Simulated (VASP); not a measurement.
AlN:

```
Al N
1.0
     3.08100    0.00000    0.00000
    -1.54050    2.66822    0.00000
     0.00000    0.00000    5.03100
Al N
2 2
Direct
  0.33333 0.66667 0.00000
  0.66667 0.33333 0.50000
  0.33333 0.66667 0.38200
  0.66667 0.33333 0.88200
```

- Program: VASP 6.6.1
- Task: relaxation of cell and atoms
- Functional: PBE
- Potentials or basis: VASP PAW PBE potentials, release 64 (Al, N)
- Cutoff: 600 eV
- k mesh: 9 × 9 × 6
- Occupations: gaussian, width 0.02 eV
- Spin: no spin polarisation

At the start: pressure 5.9 GPa; volume 10.34 Å³/atom.

Q: How do energy, volume and symmetry change on relaxing?

A: Over 5 steps the energy falls by 8.4 meV/atom and the volume is 10.63 Å³/atom (+2.8 %); space group P6_3mc (No. 186, to 0.05 Å).

Step by step:
```
step  energy change (eV)  largest force (eV/Å)  pressure (GPa)  volume (Å³)
   1              0.0000                0.2328            5.87        41.36
   2             -0.0060                0.3035           -4.84        43.66
   3             -0.0327                0.0564           -0.11        42.54
   4             -0.0334                0.0276           -0.05        42.52
   5             -0.0336                0.0023            0.00        42.50
```

Final structure:
```
CELL_PARAMETERS angstrom
3.12825 0.00000 0.00000
-1.56412 2.70914 0.00000
0.00000 0.00000 5.01495
ATOMIC_POSITIONS crystal
Al 0.33333 0.66667 0.00025
Al 0.66667 0.33333 0.50025
N 0.33333 0.66667 0.38175
N 0.66667 0.33333 0.88175
```
